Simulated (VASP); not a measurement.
Write the native input for VASP 6.6.1 that does the following.

```
Task                   : relaxation of cell and atoms
Functional             : PBE
Potentials or basis    : VASP PAW PBE potentials, release 64 (Ta_pv, Ge_d, Ru_pv)
Cutoff                 : 600 eV
k mesh                 : 8 × 8 × 8
Occupations            : gaussian, width 0.1 eV
Spin                   : no spin polarisation
Dipole correction      : no
Further INCAR settings : ALGO = Normal; EDIFF = 1e-06; IBRION = 2; EDIFFG = -0.01; NSW = 100; ISIF = 3
```

The structure of TaGe3Ru lies in POSCAR:

```
TaGe3Ru
1.0
    4.6925278810      0.0000000000      0.0000000000
    0.0000000000      4.6925278810      0.0000000000
    0.0000000000      0.0000000000      4.6925278810
Ta Ge Ru
1 3 1
Direct
    0.0000000000      0.0000000000      0.0000000000
    0.0000000000      0.5000000000      0.5000000000
    0.5000000000      0.0000000000      0.5000000000
    0.5000000000      0.5000000000      0.0000000000
    0.5000000000      0.5000000000      0.5000000000
```

These files were run (other wordings do the same):

INCAR

```
SYSTEM = TaGe3Ru
PREC = Accurate
ENCUT = 600
EDIFF = 1E-6
ISMEAR = 0
SIGMA = 0.1
LREAL = .FALSE.
LASPH = .TRUE.
NELM = 100
ALGO = Normal
ISIF = 3
LWAVE = .FALSE.
LCHARG = .FALSE.
GGA = PE
IBRION = 2
NSW = 100
EDIFFG = -0.01
```

KPOINTS

```
Automatic mesh
0
G
  8 8 8
  0 0 0
```

Potentials or basis: VASP PAW PBE potentials, release 64 (Ta_pv, Ge_d, Ru_pv).

The run is started by

```bash
$ cat potpaw_PBE.64/Ta_pv/POTCAR potpaw_PBE.64/Ge_d/POTCAR potpaw_PBE.64/Ru_pv/POTCAR > POTCAR
$ mpirun -np 1 vasp_std > vasp.out
```

Results of the run:

```yaml
Relaxed_volume: 20.71 Å³/atom
Relaxed_cell: a = 4.696 Å, b = 4.696 Å, c = 4.696 Å, α = 90.00°, β = 90.00°, γ = 90.00°
Space_group_after_relaxing_to_0.05_Å: Pm-3m (No. 221)
Energy_gained_by_relaxing: 0.0 meV/atom
Ionic_steps: 3
Pressure_after_relaxing: -0.1 GPa
```

It took 6.7 min on 1 thread of Intel Xeon 6975P-C (shared host), peak memory 0.37 GiB.
